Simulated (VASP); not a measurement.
Write the native input for VASP 6.6.1 that does the following.

* Task: single point
* Functional: r2SCAN
* Potentials or basis: VASP PAW PBE potentials, release 64 (Si, O)
* Cutoff: 520 eV
* k mesh: 2 × 2 × 2
* Occupations: fermi-dirac, width 0.05 eV
* Spin: no spin polarisation
* Dipole correction: no
* Further INCAR settings: LREAL = Auto; ALGO = Normal; EDIFF = 1e-06; NBANDS = 84

The system is Si9O16 (a cell with a defect).

```
CELL_PARAMETERS angstrom
-0.25789 5.25627 5.86521
5.14486 -0.07554 5.86521
4.90106 5.33180 0.00000
ATOMIC_POSITIONS crystal
Si 0.05523 0.04588 0.20994
Si 0.24237 0.58618 0.25784
Si 0.19296 0.95956 0.59436
Si 0.33645 0.20682 0.13871
Si 0.58747 0.51881 0.66737
Si 0.72975 0.08482 0.74475
Si 0.69522 0.41937 0.06206
Si 0.85353 0.67644 0.65143
Si 0.35969 0.88538 0.82879
O 0.34782 0.69370 0.67825
O 0.24023 0.45288 0.13950
O 0.62459 0.39603 0.90200
O 0.18129 0.19359 0.05855
O 0.33134 0.09024 0.38647
O 0.94975 0.02914 0.76465
O 0.64834 0.32297 0.58713
O 0.56094 0.08034 0.98427
O 0.82078 0.18878 0.19497
O 0.75667 0.92282 0.63791
O 0.11680 0.93372 0.42527
O 0.74527 0.63652 0.53566
O 0.84276 0.54621 0.90238
O 0.47880 0.52640 0.24009
O 0.15057 0.83946 0.11097
O 0.09823 0.57853 0.50420
```

The input as run:

POSCAR

```
Si9O16
1.0
   -0.2578880000      5.2562670000      5.8652090000
    5.1448570000     -0.0755360000      5.8652090000
    4.9010550000      5.3318030000      0.0000000000
Si O
9 16
Direct
    0.0552282019      0.0458787830      0.2099369877
    0.2423727887      0.5861799883      0.2578404465
    0.1929618258      0.9595592108      0.5943575907
    0.3364479601      0.2068220054      0.1387128831
    0.5874668103      0.5188112198      0.6673683918
    0.7297531440      0.0848153936      0.7447474831
    0.6952244874      0.4193685393      0.0620590939
    0.8535273583      0.6764398358      0.6514280976
    0.3596920401      0.8853772930      0.8287919217
    0.3478231690      0.6936960099      0.6782510214
    0.2402298420      0.4528794832      0.1394998799
    0.6245944842      0.3960269107      0.9020013701
    0.1812926377      0.1935891482      0.0585478567
    0.3313440049      0.0902366372      0.3864717555
    0.9497486749      0.0291402546      0.7646543047
    0.6483393023      0.3229669625      0.5871282091
    0.5609389729      0.0803361788      0.9842664304
    0.8207831209      0.1887753015      0.1949665238
    0.7566707247      0.9228236119      0.6379115747
    0.1168046462      0.9337241739      0.4252735201
    0.7452692600      0.6365202954      0.5356597606
    0.8427638113      0.5462089784      0.9023780490
    0.4787969138      0.5264001185      0.2400875994
    0.1505706197      0.8394609526      0.1109737056
    0.0982318988      0.5785291139      0.5041960429
```

INCAR.step1

```
SYSTEM = Si9O16
PREC     = Accurate       ! precision mode
ENCUT    = 520            ! plane-wave cutoff, eV
ISMEAR   = -1             ! smearing method
SIGMA    = 0.05           ! smearing width, eV
LREAL    = Auto         
LASPH    = .TRUE.         ! aspherical terms in the spheres
NELM     = 100            ! most SCF steps
NBANDS   = 84             ! bands
GGA      = PE             ! functional
ALGO     = Normal         ! electronic algorithm
EDIFF    = 1E-4           ! SCF threshold, eV
LWAVE    = .TRUE.         ! write WAVECAR
LCHARG   = .FALSE.        ! write CHGCAR
```

INCAR.step2

```
SYSTEM = Si9O16
PREC     = Accurate       ! precision mode
ENCUT    = 520            ! plane-wave cutoff, eV
EDIFF    = 1E-6           ! SCF threshold, eV
ISMEAR   = -1             ! smearing method
SIGMA    = 0.05           ! smearing width, eV
LREAL    = Auto         
LASPH    = .TRUE.         ! aspherical terms in the spheres
NELM     = 100            ! most SCF steps
ALGO     = Normal         ! electronic algorithm
ISIF     = 2              ! what is computed and relaxed
LWAVE    = .FALSE.        ! write WAVECAR
LCHARG   = .TRUE.         ! write CHGCAR
METAGGA  = R2SCAN         ! meta-GGA
LMIXTAU  = .TRUE.       
LELF     = .TRUE.         ! ELF
LVHAR    = .TRUE.       
NBANDS   = 84             ! bands
ISTART   = 1
```

KPOINTS

```
Automatic mesh
0
G
  2 2 2
  0 0 0
```

Potentials or basis: VASP PAW PBE potentials, release 64 (Si, O).

Run with:

```bash
$ cat potpaw_PBE.64/Si/POTCAR potpaw_PBE.64/O/POTCAR > POTCAR
$ cp INCAR.step1 INCAR
$ mpirun -np 1 vasp_std > vasp.out
$ cp INCAR.step2 INCAR
$ mpirun -np 1 vasp_std > vasp.out
```

Results of the run:

| Item | Value |
| --- | --- |
| Pressure | 3.4 GPa |
| Largest force | 0.104 eV/Å |
| Band gap on the k mesh | 2.07 eV |

Caveat: the k points lie up to 0.51 Å⁻¹ apart; the PAW data sets were made with another functional, which shifts forces and pressure a little.

Run time: 12 min on 1 thread of AMD EPYC 9R45 96-Core Processor (Zen 5) (shared host), peak memory 0.51 GiB.
